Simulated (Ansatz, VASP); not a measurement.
## Al2Cu: VASP beside Ansatz

```
Al Cu
1.0
     0.00000   -4.08417    0.00000
     0.00000    0.00000   -2.84639
    11.95252    0.00000    0.00000
Al Cu
6 3
Direct
  0.00000 0.50000 0.08541
  0.00000 0.50000 0.42711
  0.00000 0.50000 0.76881
  0.50000 0.50000 0.93966
  0.50000 0.50000 0.25626
  0.50000 0.50000 0.59796
  0.00000 0.00000 0.25626
  0.00000 0.00000 0.59796
  0.00000 0.00000 0.93966
```

Alike in both runs: task single point; functional PBEsol; k mesh 11 × 16 × 4; occupations gaussian, width 0.15 eV; no spin polarisation.

|  | VASP | Ansatz |
| --- | --- | --- |
| version | VASP 6.6.1 | Ansatz 0.2.0 |
| potentials or method | VASP PAW PBE potentials, release 64 (Al, Cu), cutoff 520 eV | scalar-relativistic, plane waves, PAW |
| valence electrons in the cell | 51 | 75 |

Ansatz gave:

- gap on the k mesh at the Fermi level (eV): none
- pressure (GPa): 3.6
- traceless stress, the component that is largest in VASP (GPa): 3.31
- rms of the force components (eV/Å): 0.605

What did VASP give for the same quantities?

gap on the k mesh at the Fermi level (eV): none; pressure (GPa): 3.8; traceless stress, the component that is largest in VASP (GPa): 3.30; rms of the force components (eV/Å): 0.607.

VASP's potentials were made for PBE, not for PBEsol. Atom by atom the forces differ by 0.002 eV/Å (rms over components). A gap of «none» marks a metal or a gap that the smearing closes. VASP's potentials hold 51 valence electrons a cell and Ansatz's 75, so a difference there can come from the potentials and not from the codes.
